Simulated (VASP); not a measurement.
# TiO2 in VASP: relaxation of the atoms with PBEsol

Aim: the relaxation of the atoms of TiO2 with PBEsol.

All numbers are computed with VASP 6.6.1; they aren't measurements. Logs are shortened: lines on timing, memory, paths and dates and some standing lists are left out, and cuts for length are marked.

## 1. The cell of the first run

The cell holds a slab with vacuum, 9 atoms: a = 2.939 Å, b = 4.591 Å, c = 23.387 Å, α = 90.00°, β = 90.00°, γ = 90.00°.

## 2. Relaxation of the atoms, PBEsol

INCAR reads:

```
SYSTEM = TiO2
PREC = Accurate ; ENCUT = 520
EDIFF = 1E-6 ; ISMEAR = 0
SIGMA = 0.05 ; LREAL = .FALSE.
LASPH = .TRUE. ; NELM = 100
ALGO = Normal ; ISIF = 2
LWAVE = .FALSE. ; LCHARG = .FALSE.
LDIPOL = .TRUE. ; IDIPOL = 3
DIPOL = 0.5 0.5 0.500 ; GGA = PS
IBRION = 2 ; NSW = 90
EDIFFG = -0.03 ; KPAR = 4
```

KPOINTS reads:

```
regular mesh
0
G
  9 6 1
  0 0 0
```

POSCAR reads:

```
TiO2
1.0
    2.9389939992      0.0000000000      0.0000000000
    0.0000000000      4.5912476233      0.0000000000
    0.0000000000      0.0000000000     23.3869879347
O Ti
6 3
Selective dynamics
Direct
    0.5000000000      0.1955612568      0.3634499673  F F F
    0.5000000000      0.8044387432      0.4402337035  F F F
    0.0000000000      0.3044387432      0.4616081319  F F F
    0.0000000000      0.6955612568      0.5383918681  T T T
    0.5000000000      0.1955612568      0.5597662965  T T T
    0.5000000000      0.8044387432      0.6365500327  T T T
    0.0000000000      0.0000000000      0.4018418354  F F F
    0.5000000000      0.5000000000      0.5000000000  T T T
    0.0000000000      0.0000000000      0.5981581646  T T T
```

Potentials or basis: VASP PAW PBE potentials, release 64 (O, Ti_sv).

Launch:

```bash
$ cat potpaw_PBE.64/O/POTCAR potpaw_PBE.64/Ti_sv/POTCAR > POTCAR
$ mpirun -np 4 vasp_std > vasp.out
```

OUTCAR:

```text
SYSTEM = TiO2
   PREC = Accurate
   ENCUT = 520
   EDIFF = 1E-6
   ISMEAR = 0
   LREAL = .FALSE.
   LASPH = .TRUE.
   NELM = 100
   ISIF = 2
   GGA = PS
   IBRION = 2
   NSW = 90
   EDIFFG = -0.03

 ion  position               nearest neighbor table
   1  0.500  0.196  0.363-   7 1.94   7 1.94
   2  0.500  0.804  0.440-   7 1.94   7 1.94   8 1.98
   3  0.000  0.304  0.462-   8 1.94   8 1.94   7 1.98
   4  0.000  0.696  0.538-   8 1.94   8 1.94   9 1.98
   5  0.500  0.196  0.560-   9 1.94   9 1.94   8 1.98
   6  0.500  0.804  0.637-   9 1.94   9 1.94
   7  0.000  0.000  0.402-   1 1.94   2 1.94   1 1.94   2 1.94   3 1.98
   8  0.500  0.500  0.500-   3 1.94   4 1.94   3 1.94   4 1.94   2 1.98   5 1.98
   9  0.000  0.000  0.598-   5 1.94   6 1.94   5 1.94   6 1.94   4 1.98

  LATTYP: Found a simple orthorhombic cell.
 ALAT       =     2.9389939992
 B/A-ratio  =     1.5621833949
 C/A-ratio  =     7.9574806689

  Lattice vectors:

 A1 = (   2.9389939992,   0.0000000000,   0.0000000000)
 A2 = (   0.0000000000,   4.5912476233,   0.0000000000)
 A3 = (   0.0000000000,   0.0000000000,  23.3869879347)

Analysis of symmetry for initial positions (statically):
=====================================================================
 Subroutine PRICEL returns:
 Original cell was already a primitive cell.

 Routine SETGRP: Setting up the symmetry group for a
 simple orthorhombic supercell.

 Subroutine GETGRP returns: Found  4 space group operations
 (whereof  4 operations were pure point group operations)
 out of a pool of  8 trial point group operations.

The static configuration has the point symmetry C_2h.

Analysis of symmetry for dynamics (positions and initial velocities):
=====================================================================
 Subroutine PRICEL returns:
 Original cell was already a primitive cell.

 Routine SETGRP: Setting up the symmetry group for a
 simple orthorhombic supercell.

 Subroutine GETGRP returns: Found  4 space group operations
 (whereof  4 operations were pure point group operations)
 out of a pool of  8 trial point group operations.

The dynamic configuration has the point symmetry C_2h.

Analysis of constrained symmetry for selective dynamics:
=====================================================================
 Subroutine PRICEL returns:
 Original cell was already a primitive cell.

 Routine SETGRP: Setting up the symmetry group for a
 simple orthorhombic supercell.

 Subroutine GETGRP returns: Found  2 space group operations
 (whereof  2 operations were pure point group operations)
 out of a pool of  8 trial point group operations.

The constrained configuration has the point symmetry C_1h.

 Subroutine INISYM returns: Found  2 space group operations
 (whereof  2 operations are pure point group operations),
 and found     1 'primitive' translations

----------------------------------------------------------------------------------------

                                     Primitive cell

  volume of cell :     315.5758

  direct lattice vectors                    reciprocal lattice vectors
     2.938993999  0.000000000  0.000000000     0.340252481  0.000000000  0.000000000
     0.000000000  4.591247623  0.000000000     0.000000000  0.217805721  0.000000000
     0.000000000  0.000000000 23.386987935     0.000000000  0.000000000  0.042758820

  length of vectors
     2.938993999  4.591247623 23.386987935     0.340252481  0.217805721  0.042758820

  position of ions in fractional coordinates (direct lattice)
     0.500000000  0.195561257  0.363449967
     0.500000000  0.804438743  0.440233703
     0.000000000  0.304438743  0.461608132
     0.000000000  0.695561257  0.538391868
     0.500000000  0.195561257  0.559766297
     0.500000000  0.804438743  0.636550033
[... 36 lines left out ...]

 Subroutine IBZKPT returns following result:
 ===========================================

 Found     20 irreducible k-points:

 Following reciprocal coordinates:
            Coordinates               Weight
  0.000000  0.000000  0.000000      1.000000
  0.111111  0.000000  0.000000      2.000000
  0.222222  0.000000  0.000000      2.000000
  0.333333  0.000000  0.000000      2.000000
  0.444444  0.000000  0.000000      2.000000
  0.000000  0.166667  0.000000      2.000000
[... 12 lines left out ...]
  0.333333  0.500000  0.000000      2.000000
  0.444444  0.500000  0.000000      2.000000
   k-points           NKPTS =     20   k-points in BZ     NKDIM =     20   number of bands    NBANDS=     43
   number of dos      NEDOS =    301   number of ions     NIONS =      9
   total plane-waves  NPLWV = 155520
   dimension x,y,z NGX =    24 NGY =   36 NGZ =  180
   dimension x,y,z NGXF=    48 NGYF=   72 NGZF=  360
   ions per type =               6   3
   NGX,Y,Z   is equivalent  to a cutoff of  13.58, 13.04, 12.80 a.u.
   NGXF,Y,Z  is equivalent  to a cutoff of  27.15, 26.07, 25.59 a.u.
 SYSTEM =  TiO2
   PREC   = accura    normal or accurate (medium, high low for compatibility)
   ISTART =      0    job   : 0-new  1-cont  2-samecut
   ICHARG =      2    charge: 1-file 2-atom 10-const
   ISPIN  =      1    spin polarized calculation?
   LNONCOLLINEAR =      F non collinear calculations
   LSORBIT =      F    spin-orbit coupling
   LASPH  =      T    aspherical Exc in radial PAW
   ENCUT  =  520.0 eV  38.22 Ry    6.18 a.u.   5.46  8.54 43.48*2*pi/ulx,y,z
   NELM   =    100;   NELMIN=  2; NELMDL= -5     # of ELM steps
   EDIFF  = 0.1E-05   stopping-criterion for ELM
   LREAL  =      F    real-space projection
   EDIFFG = -.3E-01   stopping-criterion for IOM
   NSW    =     90    number of steps for IOM
   IBRION =      2    ionic relax: 0-MD 1-quasi-New 2-CG
   NFREE  =      1    steps in history (QN), initial steepest desc. (CG)
   ISIF   =      2    stress and relaxation
   ISYM   =      2    0-nonsym 1-usesym 2-fastsym
   POTIM  = 0.5000    time-step for ionic-motion
   TEBEG  =    0.0;   TEEND  =   0.0 temperature during run
   PSTRESS=    0.0 pullay stress
   NELECT =      72.0000    total number of electrons
   NUPDOWN=      -1.0000    fix difference up-down
   EMIN   =  10.00;   EMAX   =-10.00  energy-range for DOS
   EFERMI =   0.00;   METHOD = LEGACY
   ISMEAR =     0;   SIGMA  =   0.05  broadening in eV -4-tet -1-fermi 0-gaus
   EFERMI_NEDOS =   21; number of points for ismear=-14 and -15
   IALGO  =     38    algorithm
   IMIX   =      4    mixing-type and parameters
     AMIX     =   0.40;   BMIX     =  1.00
     AMIX_MAG =   1.60;   BMIX_MAG =  1.00
  volume/ion in A,a.u.               =      35.06       236.62
  Fermi-wavevector in a.u.,A,eV,Ry     =   1.000348  1.890384 13.615296  1.000696
  Thomas-Fermi vector in A             =   2.132698
   LORBIT       =      0    0 simple, 1 ext, 2 COOP (PROOUT), +10 PAW based schemes
   GGA     = PS    functional components
   LHFCALC =     F    Hartree Fock is set to
   AEXX    =    0.0000 exact exchange contribution
   IVDW    =     0    specifies the selected vdW correction
   LEPSILON=     F    determine dielectric tensor
   LRPA    =     F    only Hartree local field effects (RPA)
 conjugate gradient relaxation of ions
 non-spin polarized calculation
 Gauss-broadening in eV      SIGMA  =   0.05
  energy-cutoff  :      520.00
  volume of cell :      315.58
 maximum number of plane-waves:      8547
 NGX is ok and might be reduce to    24
   NGX = 11   NGY = 17   NGZ = 87

--------------------------------------- Ionic step        1  -------------------------------------------

 number of electron      72.0000008 magnetization

 Free energy of the ion-electron system (eV)
  ---------------------------------------------------
  ext. energy  EPLUGINS =         0.00000000
  ---------------------------------------------------
  free energy    TOTEN  =       -81.41826159 eV

  energy without entropy =      -81.41826159  energy(sigma->0) =      -81.41826159

------------------------ aborting loop because EDIFF is reached ----------------------------------------

  FORCE on cell =-STRESS in cart. coord.  units (eV):
  Direction    XX          YY          ZZ          XY          YZ          ZX
  --------------------------------------------------------------------------------------
  -------------------------------------------------------------------------------------
  Total       -6.6019478     -4.1584887     -2.9081340      0.0000000      0.5280787      0.0000000
  in kB      -33.5180669    -21.1126331    -14.7645867      0.0000000      2.6810538      0.0000000
  external PRESSURE =     -23.1317622 kB  Pullay stress =       0.0000000 kB
[... 110 lines left out ...]
  FREE ENERGIE OF THE ION-ELECTRON SYSTEM (eV)
  ---------------------------------------------------
  free  energy   TOTEN  =       -81.8417218890 eV

  energy  without entropy=      -81.8417218890  energy(sigma->0) =      -81.84172189

 dipolmoment           0.000000      0.000000     -0.001003 electrons x Angstroem

 vacuum level on the upper side and lower side of the slab       (xc-potential included)        -0.083        -0.154

[... ionic steps 4 to 25 ...]

--------------------------------------- Ionic step       26  -------------------------------------------

 number of electron      71.9999994 magnetization

------------------------ aborting loop because EDIFF is reached ----------------------------------------
[... 81 lines left out ...]
--------------------------------------- Ionic step       28  -------------------------------------------

 number of electron      71.9999995 magnetization

 dipolmoment           0.000000      0.000000      0.006403 electrons x Angstroem

 Free energy of the ion-electron system (eV)
  ---------------------------------------------------
  ext. energy  EPLUGINS =         0.00000000
  ---------------------------------------------------
  free energy    TOTEN  =       -82.03932973 eV

  energy without entropy =      -82.03932973  energy(sigma->0) =      -82.03932973

 E-fermi :  -3.7738     XC(G=0):  -4.0714

 val. band max:       -3.9978909029   @ k =   0.1111   0.0000   0.0000
 cond. band min:      -1.9004884818   @ k =   0.0000   0.0000   0.0000
 fundamental gap:      2.0974024211
 Fermi energy:        -3.7738316663

 k-point     1 :       0.0000    0.0000    0.0000
  band No.  band energies     occupation
      1     -60.4456      2.00000
      2     -60.1316      2.00000
      3     -59.9453      2.00000
      4     -36.8740      2.00000
      5     -36.7312      2.00000
      6     -36.7003      2.00000
[... 909 lines left out ...]
     42      -0.2141      0.00000
     43      -0.1005      0.00000

------------------------ aborting loop because EDIFF is reached ----------------------------------------

 vacuum level on the upper side and lower side of the slab       (xc-potential included)         0.034        -0.050

  FORCE on cell =-STRESS in cart. coord.  units (eV):
  Direction    XX          YY          ZZ          XY          YZ          ZX
  --------------------------------------------------------------------------------------
  -------------------------------------------------------------------------------------
  Total       -4.5997640     -0.6878869     -1.5106468      0.0000000      0.6178242      0.0000000
  in kB      -23.3529863     -3.4923995     -7.6695489      0.0000000      3.1366916      0.0000000
  external PRESSURE =     -11.5049782 kB  Pullay stress =       0.0000000 kB
[... 24 lines left out ...]
  FREE ENERGIE OF THE ION-ELECTRON SYSTEM (eV)
  ---------------------------------------------------
  free  energy   TOTEN  =       -82.0393297306 eV

  energy  without entropy=      -82.0393297306  energy(sigma->0) =      -82.03932973

 reached required accuracy - stopping structural energy minimisation

 vacuum level on the upper side and lower side of the slab         3.694         3.608
```

Run time: 30 min. Hardware: 4 MPI ranks of Intel Xeon Platinum 8259CL at 2.50GHz (Skylake/Cascade Lake), shared host; peak memory 0.56 GiB.

Results:

```yaml
Free_energy: -82.0393 eV
Energy_gained_by_relaxing: 69.0 meV/atom
Ionic_steps: 28
Band_gap_on_the_k_mesh: 2.10 eV (least direct gap 2.20 eV)
```

The path:
```tsv
step	energy change (eV)	largest force on free atoms (eV/Å)	pressure (GPa)
1	0.0000	3.8107	-2.31
2	-0.3827	2.6817	-0.83
3	-0.4235	1.7897	-1.28
4	-0.5264	1.5886	-0.90
5	-0.5343	1.1630	-1.00
6	-0.5767	0.8420	-0.98
7	-0.5820	0.5749	-1.00
8	-0.5966	0.3681	-0.94
9	-0.5971	0.2379	-0.95
10	-0.6010	0.1712	-0.92
11	-0.6029	0.2437	-0.88
12	-0.6058	0.1780	-0.92
13	-0.6092	0.3976	-1.01
14	-0.6109	0.3605	-1.03
15	-0.6148	0.2506	-1.09
16	-0.6170	0.2531	-1.20
17	-0.6171	0.2255	-1.18
18	-0.6187	0.1436	-1.17
19	-0.6195	0.1682	-1.15
20	-0.6196	0.1317	-1.15
21	-0.6202	0.1018	-1.15
22	-0.6206	0.0787	-1.15
23	-0.6206	0.0770	-1.15
24	-0.6208	0.0407	-1.16
25	-0.6209	0.0442	-1.17
26	-0.6210	0.0431	-1.16
27	-0.6210	0.0421	-1.16
28	-0.6211	0.0295	-1.15
```

Final structure:
```
O Ti
1.0
     2.93899    0.00000    0.00000
     0.00000    4.59125    0.00000
     0.00000    0.00000   23.38699
O Ti
6 3
Direct
  0.50000 0.19556 0.36345
  0.50000 0.80444 0.44023
  0.00000 0.30444 0.46161
  0.00000 0.70714 0.53784
  0.50000 0.23043 0.56221
  0.50000 0.86963 0.63893
  0.00000 0.00000 0.40184
  0.50000 0.48941 0.50021
  0.00000 0.97547 0.59650
```

Levels at points of the mesh, in eV from the valence-band top:
```tsv
k point	band 34	band 35	band 36	band 37	band 38	band 39
(0.00, 0.00, 0.00)	-0.24	-0.13	-0.10	2.10	2.91	2.96
(0.00, 0.50, 0.00)	-0.66	-0.27	-0.19	2.10	2.93	3.09
```

Caveat: the PAW data sets were made with another functional, which shifts forces and pressure a little.
